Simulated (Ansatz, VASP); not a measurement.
**AlN: VASP beside Ansatz**

The input POSCAR:

```
AlN
1.0
    3.1110021516      0.0000000000      0.0000000000
   -1.5555010758      2.6942068945      0.0000000000
    0.0000000000      0.0000000000      4.9780000000
Al N
2 2
Direct
    0.3333333333      0.6666666667      0.0052142702
    0.6666666667      0.3333333333      0.5052142702
    0.3333333333      0.6666666667      0.3749558055
    0.6666666667      0.3333333333      0.8749558055
```

The input INCAR.step1:

```
SYSTEM = AlN
PREC = Accurate
ENCUT = 520
ISMEAR = 0
SIGMA = 0.05
LREAL = .FALSE.
LASPH = .TRUE.
NELM = 60
NBANDS = 16
GGA = PE
ALGO = Normal
EDIFF = 1E-4
LWAVE = .TRUE.
LCHARG = .FALSE.
```

Contents of INCAR.step2:

```
SYSTEM = AlN
PREC = Accurate
ENCUT = 520
EDIFF = 1E-6
ISMEAR = 0
SIGMA = 0.05
LREAL = .FALSE.
LASPH = .TRUE.
NELM = 60
ALGO = Normal
ISIF = 2
LWAVE = .FALSE.
LCHARG = .FALSE.
METAGGA = R2SCAN
LMIXTAU = .TRUE.
NBANDS = 16
ISTART = 1
```

Contents of KPOINTS:

```
regular mesh
0
G
  12 12 6
  0 0 0
```

Input for Ansatz:

```yaml
crystal:
  lattice:
    - [3.1110021516, 0.0, 0.0]
    - [-1.5555010758, 2.6942068945, 0.0]
    - [0.0, 0.0, 4.978]
  atoms:
    - { symbol: Al, position: [0.3333333333, 0.6666666667, 0.0052142702] }
    - { symbol: Al, position: [0.6666666667, 0.3333333333, 0.5052142702] }
    - { symbol: "N", position: [0.3333333333, 0.6666666667, 0.3749558055] }
    - { symbol: "N", position: [0.6666666667, 0.3333333333, 0.8749558055] }
basis:
  ecutwfc: 500
kpoints:
  mp_grid: { grid: [12, 12, 6] }
hamiltonian:
  xc: r2scan
scf:
  occupations: { method: gaussian, width: 0.05 }
output:
  forces: true
  stress: true
  eigenvalues: true
```

Change from the starting cell: mode 7 (591.5 1/cm) frozen in, largest displacement -0.050 Å.

Alike in both runs: task single point; functional r2SCAN; k mesh 12 × 12 × 6; occupations gaussian, width 0.05 eV; no spin polarisation.

|  | VASP | Ansatz |
| --- | --- | --- |
| version | VASP 6.6.1 | Ansatz 0.2.0 |
| potentials or method | VASP PAW PBE potentials, release 64 (Al, N), cutoff 520 eV | scalar-relativistic, plane waves, PAW |
| valence electrons in the cell | 16 | 16 |

|  | VASP | Ansatz | Ansatz less VASP |
| --- | --- | --- | --- |
| gap on the k mesh at the Fermi level (eV) | 5.02 | 4.98 | -0.041 |
| least direct gap on the mesh (eV) | 5.02 | 4.98 | -0.041 |
| pressure (GPa) | -0.3 | 0.1 | +0.38 |
| traceless stress, the component that is largest in VASP (GPa) | 6.50 | 6.39 | -0.112 |
| rms of the force components (eV/Å) | 0.539 | 0.533 | -0.0060 |

VASP's potentials were made for PBE, not for r2SCAN. Atom by atom the forces differ by 0.006 eV/Å (rms over components).
